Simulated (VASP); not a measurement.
# CsH (Fm-3m) in VASP: further runs

The runs below take CsH through single point, with PBEsol.

Program: VASP 6.6.1. These are calculated values, not measurements. Logs are shortened: lines on timing, memory, paths and dates and some standing lists are left out, and cuts for length are marked.

### Step 1. The cell of the first run

It takes space group Fm-3m (No. 225, cubic). The conventional cell has a = 6.268 Å, b = 6.268 Å, c = 6.268 Å, α = 90.00°, β = 90.00°, γ = 90.00°. Cs (site symmetry m-3m) has 6 H at 3.13 Å within 4.1 Å. Within 4.1 Å of H (site symmetry m-3m) lie 6 Cs at 3.13 Å.

### Step 2. Single point, PBEsol (30.78 Å³/atom)

INCAR reads:

```
ALGO = Normal ; EDIFF = 1E-6
ENCUT = 520 ; GGA = PS
ISIF = 2 ; ISMEAR = 0
LASPH = T ; LCHARG = F
LREAL = F ; LWAVE = F
NBANDS = 12 ; NELM = 100
PREC = Accurate ; SIGMA = 0.02
```

KPOINTS reads:

```
k-points
0
Gamma
  8 8 8
```

POSCAR reads:

```
CsH
1.0
    0.0000000000      3.1339000000      3.1339000000
    3.1339000000      0.0000000000      3.1339000000
    3.1339000000      3.1339000000      0.0000000000
Cs H
1 1
Direct
    0.0000000000      0.0000000000      0.0000000000
    0.5000000000      0.5000000000      0.5000000000
```

Potentials or basis: VASP PAW PBE potentials, release 64 (Cs_sv, H).

The run is started by

```console
$ cat potpaw_PBE.64/Cs_sv/POTCAR potpaw_PBE.64/H/POTCAR > POTCAR
$ mpirun -np 1 vasp_std > vasp.out
```

OUTCAR:

```text
EDIFF = 1E-6
   ENCUT = 520
   GGA = PS
   ISIF = 2
   ISMEAR = 0
   LASPH = T
   LREAL = F
   NELM = 100
   PREC = Accurate

 ion  position               nearest neighbor table
   1  0.000  0.000  0.000-
   2  0.500  0.500  0.500-

  LATTYP: Found a face centered cubic cell.
 ALAT       =     6.2678000000

  Lattice vectors:

 A1 = (   0.0000000000,   3.1339000000,   3.1339000000)
 A2 = (   3.1339000000,   0.0000000000,   3.1339000000)
 A3 = (   3.1339000000,   3.1339000000,   0.0000000000)

Analysis of symmetry for initial positions (statically):
=====================================================================
 Subroutine PRICEL returns:
 Original cell was already a primitive cell.

 Routine SETGRP: Setting up the symmetry group for a
 face centered cubic supercell.

 Subroutine GETGRP returns: Found 48 space group operations
 (whereof 48 operations were pure point group operations)
 out of a pool of 48 trial point group operations.

The static configuration has the point symmetry O_h .

Analysis of symmetry for dynamics (positions and initial velocities):
=====================================================================
 Subroutine PRICEL returns:
 Original cell was already a primitive cell.

 Routine SETGRP: Setting up the symmetry group for a
 face centered cubic supercell.

 Subroutine GETGRP returns: Found 48 space group operations
 (whereof 48 operations were pure point group operations)
 out of a pool of 48 trial point group operations.

The dynamic configuration has the point symmetry O_h .

 Subroutine INISYM returns: Found 48 space group operations
 (whereof 48 operations are pure point group operations),
 and found     1 'primitive' translations

----------------------------------------------------------------------------------------

                                     Primitive cell

  volume of cell :      61.5581

  direct lattice vectors                    reciprocal lattice vectors
     0.000000000  3.133900000  3.133900000    -0.159545614  0.159545614  0.159545614
     3.133900000  0.000000000  3.133900000     0.159545614 -0.159545614  0.159545614
     3.133900000  3.133900000  0.000000000     0.159545614  0.159545614 -0.159545614

  length of vectors
     4.432003883  4.432003883  4.432003883     0.276341110  0.276341110  0.276341110

  position of ions in fractional coordinates (direct lattice)
     0.000000000  0.000000000  0.000000000
     0.500000000  0.500000000  0.500000000

  ion indices of the primitive-cell ions
   primitive index   ion index
                 1           1
                 2           2

----------------------------------------------------------------------------------------

 KPOINTS: k-points

Automatic generation of k-mesh.
 Grid dimensions read from file:
 generate k-points for:    8    8    8

 Generating k-lattice:

  Cartesian coordinates                     Fractional coordinates (reciprocal lattice)
    -0.019943202  0.019943202  0.019943202     0.125000000  0.000000000  0.000000000
     0.019943202 -0.019943202  0.019943202     0.000000000  0.125000000  0.000000000
     0.019943202  0.019943202 -0.019943202     0.000000000  0.000000000  0.125000000

  Length of vectors
     0.034542639  0.034542639  0.034542639

  Shift w.r.t. Gamma in fractional coordinates (k-lattice)
     0.000000000  0.000000000  0.000000000

 Subroutine IBZKPT returns following result:
 ===========================================

 Found     29 irreducible k-points:

 Following reciprocal coordinates:
            Coordinates               Weight
  0.000000  0.000000  0.000000      1.000000
  0.125000  0.000000  0.000000      8.000000
  0.250000  0.000000  0.000000      8.000000
  0.375000  0.000000  0.000000      8.000000
  0.500000  0.000000  0.000000      4.000000
  0.125000  0.125000  0.000000      6.000000
[... 16 lines left out ...]
  0.500000  0.250000  0.125000     48.000000
 -0.375000  0.250000  0.125000     24.000000
 [... further k-points ...]
   k-points           NKPTS =     29   k-points in BZ     NKDIM =     29   number of bands    NBANDS=     12
   number of dos      NEDOS =    301   number of ions     NIONS =      2
   total plane-waves  NPLWV =  46656
   dimension x,y,z NGX =    36 NGY =   36 NGZ =   36
   dimension x,y,z NGXF=    72 NGYF=   72 NGZF=   72
   ions per type =               1   1
   NGX,Y,Z   is equivalent  to a cutoff of  13.50, 13.50, 13.50 a.u.
   NGXF,Y,Z  is equivalent  to a cutoff of  27.01, 27.01, 27.01 a.u.
 SYSTEM =  unknown system
   PREC   = accura    normal or accurate (medium, high low for compatibility)
   ISTART =      0    job   : 0-new  1-cont  2-samecut
   ICHARG =      2    charge: 1-file 2-atom 10-const
   ISPIN  =      1    spin polarized calculation?
   LNONCOLLINEAR =      F non collinear calculations
   LSORBIT =      F    spin-orbit coupling
   LASPH  =      T    aspherical Exc in radial PAW
   ENCUT  =  520.0 eV  38.22 Ry    6.18 a.u.   8.24  8.24  8.24*2*pi/ulx,y,z
   NELM   =    100;   NELMIN=  2; NELMDL= -5     # of ELM steps
   EDIFF  = 0.1E-05   stopping-criterion for ELM
   LREAL  =      F    real-space projection
   EDIFFG = 0.1E-04   stopping-criterion for IOM
   NSW    =      0    number of steps for IOM
   IBRION =     -1    ionic relax: 0-MD 1-quasi-New 2-CG
   NFREE  =      0    steps in history (QN), initial steepest desc. (CG)
   ISIF   =      2    stress and relaxation
   ISYM   =      2    0-nonsym 1-usesym 2-fastsym
   POTIM  = 0.5000    time-step for ionic-motion
   TEBEG  =    0.0;   TEEND  =   0.0 temperature during run
   PSTRESS=    0.0 pullay stress
   NELECT =      10.0000    total number of electrons
   NUPDOWN=      -1.0000    fix difference up-down
   EMIN   =  10.00;   EMAX   =-10.00  energy-range for DOS
   EFERMI =   0.00;   METHOD = LEGACY
   ISMEAR =     0;   SIGMA  =   0.02  broadening in eV -4-tet -1-fermi 0-gaus
   EFERMI_NEDOS =   21; number of points for ismear=-14 and -15
   IALGO  =     38    algorithm
   IMIX   =      4    mixing-type and parameters
     AMIX     =   0.40;   BMIX     =  1.00
     AMIX_MAG =   1.60;   BMIX_MAG =  1.00
  volume/ion in A,a.u.               =      30.78       207.71
  Fermi-wavevector in a.u.,A,eV,Ry     =   0.893264  1.688024 10.856362  0.797920
  Thomas-Fermi vector in A             =   2.015319
   LORBIT       =      0    0 simple, 1 ext, 2 COOP (PROOUT), +10 PAW based schemes
   GGA     = PS    functional components
   LHFCALC =     F    Hartree Fock is set to
   AEXX    =    0.0000 exact exchange contribution
   IVDW    =     0    specifies the selected vdW correction
   LEPSILON=     F    determine dielectric tensor
   LRPA    =     F    only Hartree local field effects (RPA)
 non-spin polarized calculation
 Gauss-broadening in eV      SIGMA  =   0.02
  energy-cutoff  :      520.00
  volume of cell :       61.56
 maximum number of plane-waves:      1678
 NGX is ok and might be reduce to    36
   NGX = 17   NGY = 17   NGZ = 17

 number of electron      10.0000000 magnetization

 Free energy of the ion-electron system (eV)
  ---------------------------------------------------
  ext. energy  EPLUGINS =         0.00000000
  ---------------------------------------------------
  free energy    TOTEN  =        -4.58886197 eV

  energy without entropy =       -4.58886197  energy(sigma->0) =       -4.58886197

 E-fermi :   0.4159     XC(G=0):  -7.5990

 val. band max:        0.3125295772   @ k =   0.5000   0.0000   0.0000
 cond. band min:       2.3662722101   @ k =   0.5000   0.0000   0.0000
 fundamental gap:      2.0537426329
 Fermi energy:         0.4158714912

 k-point     1 :       0.0000    0.0000    0.0000
  band No.  band energies     occupation
      1     -21.1737      2.00000
      2      -7.5569      2.00000
      3      -7.5569      2.00000
      4      -7.5569      2.00000
      5      -1.5922      2.00000
      6       5.4236      0.00000
      7       5.4236      0.00000
      8       5.4236      0.00000
      9       6.2901      0.00000
     10       7.2965      0.00000
     11       7.2965      0.00000
     12       9.1283      0.00000

 k-point     2 :       0.1250    0.0000    0.0000
  band No.  band energies     occupation
      1     -21.1599      2.00000
      2      -7.7251      2.00000
      3      -7.5731      2.00000
      4      -7.5731      2.00000
      5      -1.3267      2.00000
      6       4.9119      0.00000
      7       5.5443      0.00000
      8       5.5443      0.00000
      9       6.0763      0.00000
     10       6.9491      0.00000
     11       6.9491      0.00000
     12       9.8320      0.00000

 k-point     3 :       0.2500    0.0000    0.0000
  band No.  band energies     occupation
      1     -21.1260      2.00000
      2      -8.0906      2.00000
      3      -7.6116      2.00000
      4      -7.6116      2.00000
      5      -0.6985      2.00000
      6       3.7971      0.00000
      7       5.4590      0.00000
      8       5.4590      0.00000
      9       6.2417      0.00000
     10       7.0405      0.00000
     11       7.0405      0.00000
     12      11.3812      0.00000
[... 286 lines left out ...]
 k-point    23 :       0.5000    0.2500    0.1250
  band No.  band energies     occupation
      1     -21.0733      2.00000
      2      -8.3239      2.00000
      3      -7.8847      2.00000
      4      -7.7183      2.00000
      5      -0.2548      2.00000
      6       3.4366      0.00000
      7       4.4420      0.00000
      8       5.7212      0.00000
      9       7.1689      0.00000
     10       8.1911      0.00000
     11       9.2904      0.00000
     12      10.3380      0.00000

 k-point    24 :      -0.3750    0.2500    0.1250
  band No.  band energies     occupation
      1     -21.0618      2.00000
      2      -8.3922      2.00000
      3      -7.9147      2.00000
      4      -7.7470      2.00000
      5      -0.1494      2.00000
      6       3.1989      0.00000
      7       4.7251      0.00000
      8       5.6125      0.00000
      9       7.8041      0.00000
     10       7.9999      0.00000
     11       9.5883      0.00000
     12       9.7951      0.00000

 [... further k-points ...]

------------------------ aborting loop because EDIFF is reached ----------------------------------------

  FORCE on cell =-STRESS in cart. coord.  units (eV):
  Direction    XX          YY          ZZ          XY          YZ          ZX
  --------------------------------------------------------------------------------------
  -------------------------------------------------------------------------------------
  Total       -0.0139402     -0.0139402     -0.0139402     -0.0000000      0.0000000      0.0000000
  in kB       -0.3628235     -0.3628235     -0.3628235     -0.0000000      0.0000000      0.0000000
  external PRESSURE =      -0.3628235 kB  Pullay stress =       0.0000000 kB

 VOLUME and BASIS-vectors are now :
 -----------------------------------------------------------------------------
  energy-cutoff  :      520.00
  volume of cell :       61.56
      direct lattice vectors                 reciprocal lattice vectors
     0.000000000  3.133900000  3.133900000    -0.159545614  0.159545614  0.159545614
     3.133900000  0.000000000  3.133900000     0.159545614 -0.159545614  0.159545614
     3.133900000  3.133900000  0.000000000     0.159545614  0.159545614 -0.159545614

 POSITION                                       TOTAL-FORCE (eV/Angst)
 -----------------------------------------------------------------------------------
      0.00000      0.00000      0.00000         0.000000      0.000000     -0.000000
      3.13390      3.13390      3.13390         0.000000      0.000000      0.000000
 -----------------------------------------------------------------------------------
    total drift:                               -0.000000      0.000000      0.000000

  FREE ENERGIE OF THE ION-ELECTRON SYSTEM (eV)
  ---------------------------------------------------
  free  energy   TOTEN  =        -4.5888619670 eV

  energy  without entropy=       -4.5888619670  energy(sigma->0) =       -4.58886197
```

Run time: 13 s. Hardware: 1 thread of Intel Xeon Platinum 8488C (Sapphire Rapids), shared host; peak memory 0.2 GiB.

Results:

- Free energy: -4.5889 eV
- Pressure: 0.0 GPa
- Band gap on the k mesh: 2.05 eV

Levels at points of the mesh, in eV from the valence-band top:
| k point | band 3 | band 4 | band 5 | band 6 | band 7 | band 8 |
| --- | --- | --- | --- | --- | --- | --- |
| (0.00, 0.00, 0.00) | -7.87 | -7.87 | -1.90 | 5.11 | 5.11 | 5.11 |
| (0.50, 0.00, 0.00) | -7.98 | -7.98 | 0.00 | 2.05 | 4.63 | 4.63 |
| (0.50, 0.50, 0.00) | -8.19 | -8.19 | -1.35 | 2.92 | 5.69 | 8.19 |

Caveat: the PAW data sets were made with another functional, which shifts forces and pressure a little; spin-orbit coupling is left out, which moves the levels of the heavy elements. A k mesh can miss the band edges.

### Step 3. Single point, PBEsol

This run uses another cell than the first one, of 27.84 Å³/atom.

INCAR reads:

```
SYSTEM = CsH
PREC = Accurate ; ENCUT = 520
EDIFF = 1E-7 ; ISMEAR = 0
SIGMA = 0.05 ; LREAL = .FALSE.
LASPH = .TRUE. ; NELM = 100
ALGO = Normal ; ISIF = 2
LWAVE = .FALSE. ; LCHARG = .TRUE.
GGA = PS ; LELF = .TRUE.
LVHAR = .TRUE. ; NBANDS = 12
```

KPOINTS reads:

```
regular mesh
0
G
  6 6 6
  0 0 0
```

POSCAR reads:

```
CsH
1.0
    0.0000000000      3.0306854035      3.0306854035
    3.0306854035      0.0000000000      3.0306854035
    3.0306854035      3.0306854035      0.0000000000
Cs H
1 1
Direct
    0.0000000000      0.0000000000      0.0000000000
    0.5000000000      0.5000000000      0.5000000000
```

Potentials or basis: VASP PAW PBE potentials, release 64 (Cs_sv, H).

The run is started by

```console
$ cat potpaw_PBE.64/Cs_sv/POTCAR potpaw_PBE.64/H/POTCAR > POTCAR
$ mpirun -np 1 vasp_std > vasp.out
```

It took 6.8 s on 1 thread of Intel Xeon Platinum 8488C (Sapphire Rapids), shared host; peak memory 0.17 GiB.

The run converged. Its results:

```yaml
Free_energy: -4.5680 eV
Pressure: 1.2 GPa
Band_gap_on_the_k_mesh: 1.88 eV
```

Levels at points of the mesh, in eV from the valence-band top:
```csv
k point,band 1,band 2,band 3,band 4,band 5,band 6,band 7,band 8,band 9,band 10
"(0.00, 0.00, 0.00)",-21.59,-7.84,-7.84,-7.84,-2.14,5.05,5.05,5.05,6.32,7.14
"(0.50, 0.00, 0.00)",-21.45,-9.13,-7.98,-7.98,0.00,1.88,4.54,4.54,7.67,8.77
"(0.50, 0.50, 0.00)",-21.40,-8.93,-8.25,-8.25,-1.69,2.65,6.10,8.66,8.80,8.80
```

Caveat: the PAW data sets were made with another functional, which shifts forces and pressure a little; spin-orbit coupling is left out, which moves the levels of the heavy elements.
